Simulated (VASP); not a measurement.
A run of VASP 6.6.1 is set up as follows.

Contents of POSCAR:

```
SrO
1.0
    0.0000000000      2.5663000000      2.5663000000
    2.5663000000      0.0000000000      2.5663000000
    2.5663000000      2.5663000000      0.0000000000
Sr O
1 1
Direct
    0.5000000000      0.5000000000      0.5000000000
    0.0000000000      0.0000000000      0.0000000000
```

File INCAR.step1:

```
ALGO = Normal
EDIFF = 1E-4
ENCUT = 520
GGA = PE
ISMEAR = 0
LASPH = T
LCHARG = F
LREAL = F
LWAVE = T
NBANDS = 15
NELM = 60
PREC = Accurate
SIGMA = 0.01
```

Contents of INCAR.step2:

```
ALGO = Normal
EDIFF = 1E-7
ENCUT = 520
ISIF = 2
ISMEAR = 0
ISTART = 1
LASPH = T
LCHARG = F
LMIXTAU = T
LREAL = F
LWAVE = F
METAGGA = R2SCAN
NBANDS = 15
NELM = 60
PREC = Accurate
SIGMA = 0.01
```

KPOINTS

```
k-points
0
Gamma
  4 4 4
```

Potentials or basis: VASP PAW PBE potentials, release 64 (Sr_sv, O).

Run with:

```bash
$ cat potpaw_PBE.64/Sr_sv/POTCAR potpaw_PBE.64/O/POTCAR > POTCAR
$ cp INCAR.step1 INCAR
$ mpirun -np 1 vasp_std > vasp.out
$ cp INCAR.step2 INCAR
$ mpirun -np 1 vasp_std > vasp.out
```

(1) What does it give for the band gap on the k mesh?

(2) What does it give for the pressure?

## Answers

(1) 3.73 eV, indirect (least direct gap 3.82 eV).

(2) 2.1 GPa.

Caveat: the k points lie up to 0.53 Å⁻¹ apart; the PAW data sets were made with another functional, which shifts forces and pressure a little.
